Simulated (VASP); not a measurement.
Set up this calculation in VASP 6.6.1, as the native input.

- Task: single point
- Functional: BLYP
- Potentials or basis: VASP PAW PBE potentials, release 64 (C)
- Cutoff: 520 eV
- k mesh: 19 × 19 × 19
- Occupations: fermi-dirac, width 0.1 eV
- Spin: no spin polarisation
- Dipole correction: no
- Further INCAR settings: ALGO = Normal; EDIFF = 1e-06; NBANDS = 8

The structure of C lies in POSCAR:

```
C
1.0
    1.7788690356      0.0000000000      0.0000000000
    0.0000000000      1.7788690356      0.0000000000
    0.0000000000      0.0000000000      1.7788690356
C
1
Direct
    0.0000000000      0.0000000000      0.0000000000
```

This cell differs from its parent crystal: volume scaled by 0.96.

These files were run (other wordings do the same):

INCAR

```
  PREC = Accurate
  ENCUT = 520
  EDIFF = 1E-6
  ISMEAR = -1
  SIGMA = 0.1
  LREAL = False
  LASPH = True
  NELM = 60
  ALGO = Normal
  ISIF = 2
  LWAVE = False
  LCHARG = True
  GGA = B5
  ALDAX = 1.0
  AGGAX = 1.0
  AGGAC = 1.0
  ALDAC = 0.0
  LELF = True
  LVHAR = True
  NBANDS = 8
```

KPOINTS

```
regular mesh
0
Gamma
  19 19 19
```

Potentials or basis: VASP PAW PBE potentials, release 64 (C).

Run with:

```bash
$ cat potpaw_PBE.64/C/POTCAR > POTCAR
$ mpirun -np 1 vasp_std > vasp.out
```

It gave:

* Pressure: 12.8 GPa
* Band gap on the k mesh: zero (band 2 reaches 20.16 eV, above the bottom of band 3 at 8.60 eV)

Caveat: the PAW data sets were made with another functional, which shifts forces and pressure a little.

Run time: 5.9 s on 1 thread of Intel Xeon 6975P-C (shared host), peak memory 0.11 GiB.
